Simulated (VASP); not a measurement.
A run of VASP 6.6.1:

INCAR

```
SYSTEM = H3C2N
ALGO     = Normal         ! electronic algorithm
EDIFF    = 1E-6           ! SCF threshold, eV
ENCUT    = 520            ! plane-wave cutoff, eV
GGA      = PS             ! functional
GGA_COMPAT= .FALSE.      
ISIF     = 2              ! what is computed and relaxed
ISMEAR   = -1             ! smearing method
LASPH    = .TRUE.         ! aspherical terms in the spheres
LCHARG   = .FALSE.        ! write CHGCAR
LREAL    = Auto         
LWAVE    = .FALSE.        ! write WAVECAR
NBANDS   = 72             ! bands
NELM     = 120            ! most SCF steps
PREC     = Accurate       ! precision mode
SIGMA    = 0.02           ! smearing width, eV
```

KPOINTS

```
k-points
0
G
  1 1 1
  0 0 0
```

POSCAR

```
H3C2N
1.0
    8.7876200000      0.0000000000      0.0000000000
    0.0000000000      8.7876200000      0.0000000000
    0.0000000000      0.0000000000      8.7876200000
C N H
12 6 18
Direct
    1.0389957690      0.3713064516      0.5609027245
    0.9641859798      0.3955792353      0.7179532114
    0.3958864858      0.0563178654      0.4046146738
    0.3779521645      0.2091806428      0.3212132523
    0.6148422440      0.8770520346      1.0437979794
    0.5430025422      0.8542927437      0.8940077063
    0.1717188499      0.6770433860      0.9898925989
    0.0423891793      0.7614234571      1.0254426113
    0.9965952101      0.7713123690      0.5269458625
    0.9124199726      0.8940873638      0.4555044483
    0.5100926076      0.4667020194      0.9203971041
    0.4703548856      0.3925181107      0.7689681620
    0.8908783038      0.4157781060      0.8263443344
    0.3567632647      0.3425159486      0.2930372501
    0.4588386844      0.8733764091      0.7877331974
   -0.0594131289      0.8017301613      1.0961329689
    0.8236587381      0.9735514280      0.4104979505
    0.4684658645      0.3178334976      0.6555586154
    1.1044856286      0.2535043618      0.5830133756
    0.9617962543      0.3503906632      0.4599652693
    1.1261866125      0.4629922550      0.5494775605
    0.5129488986      0.0149528541      0.4190554439
    0.3784301096      0.0540419363      0.5316797950
    0.3357678188     -0.0419681324      0.3494120137
    0.5744558823      0.7786522403      1.1230116914
    0.7359102920      0.8465659644      1.0448562865
    0.5577960813      0.9731190015      1.1119051575
    0.2433195791      0.7546980866      0.9018141431
    0.2303809223      0.6750178091      1.0927987328
    0.1348032801      0.5830930332      0.9232875341
    1.0901358957      0.7175663035      0.4486197628
    1.0603553636      0.7920119441      0.6274053726
    0.9296373762      0.6776692665      0.5794060280
    0.5158734674      0.3590847124      0.9960148482
    0.6088337912      0.5399300379      0.9236061641
    0.4147197990      0.5309514977      0.9556853847
```

Potentials or basis: VASP PAW PBE potentials, release 64 (C, N, H).

Launch:

```console
$ cat potpaw_PBE.64/C/POTCAR potpaw_PBE.64/N/POTCAR potpaw_PBE.64/H/POTCAR > POTCAR
$ mpirun -np 1 vasp_gam > vasp.out
```

Hardware: 1 thread of Intel Xeon 8259CL, with other jobs on the host.

Question: Estimate the wall time of this run.

Answer: Wall time 2.4 min on 1 thread of Intel Xeon 8259CL, with other jobs on the host, peak memory 0.7 GiB. Counts: scf iterations 19, k points 1.
